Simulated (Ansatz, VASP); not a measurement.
## Two plane-wave programs on SnTe

```
Sn Te
1.0
     0.00000    3.12493    3.15650
     3.12493    0.00000    3.15650
     3.12493    3.12493    0.00000
Sn Te
1 1
Direct
  0.00000 0.00000 0.00000
  0.50000 0.50000 0.50000
```

Change from the starting cell: strain -0.0100 x Voigt [1, 1, 0, 0, 0, 0], atoms carried along.

Alike in both runs: task single point; functional PBE; k mesh 10 × 10 × 10; occupations gaussian, width 0.03 eV; no spin polarisation.

|  | VASP | Ansatz |
| --- | --- | --- |
| version | VASP 6.6.1 | Ansatz 0.2.0 |
| potentials or method | VASP PAW PBE potentials, release 64 (Sn_d, Te), cutoff 520 eV | scalar-relativistic, plane waves, PAW |
| valence electrons in the cell | 20 | 30 |

|  | VASP | Ansatz | Ansatz less VASP |
| --- | --- | --- | --- |
| gap on the k mesh at the Fermi level (eV) | 0.15 | 0.15 | -0.001 |
| least direct gap on the mesh (eV) | 0.15 | 0.15 | -0.001 |
| pressure (GPa) | 3.0 | 3.1 | +0.06 |
| traceless stress, the component that is largest in VASP (GPa) | -0.95 | -0.95 | +0.001 |

VASP's potentials hold 20 valence electrons a cell and Ansatz's 30, so a difference there can come from the potentials and not from the codes.

Neither program's run includes spin-orbit coupling.
